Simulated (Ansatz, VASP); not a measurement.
One calculation of Bi, two programs

```
Bi
1.0
    -1.98143    1.98143    1.98143
     1.98143   -1.98143    1.98143
     1.98143    1.98143   -1.98143
Bi
1
Cartesian
  0.0000 0.0000 0.0000
```

Alike in both runs: task relaxation of cell and atoms; functional revPBE; k mesh 9 × 9 × 9; occupations fermi-dirac, width 0.05 eV; no spin polarisation.

|  | VASP | Ansatz |
| --- | --- | --- |
| version | VASP 6.6.1 | Ansatz 0.2.0 |
| potentials or method | VASP PAW PBE potentials, release 64 (Bi_d) | Ansatz PAW |
| plane-wave cutoff (eV) | 600 | 420 |
| valence electrons in the cell | 15 | 15 |

Ansatz gave:

```
gap on the k mesh at the Fermi level, each at its own relaxed structure (eV) : none
relaxed volume (Å³/atom)                                                     : 32.25
relaxed cell length with the largest relative difference (Å)                 : 3.473
```

**Question.** What did VASP give for the same quantities?

**Answer.** gap on the k mesh at the Fermi level, each at its own relaxed structure (eV): none; relaxed volume (Å³/atom): 32.21; relaxed cell length with the largest relative difference (Å): 3.472.

VASP's potentials were made for PBE, not for revPBE. A gap of «none» marks a metal or a gap that the smearing closes.

Spin-orbit coupling is off throughout. Noted on Ansatz's run: the plane-wave basis is chosen anew once the cell has moved, so the energies of steps on either side of that aren't comparable.
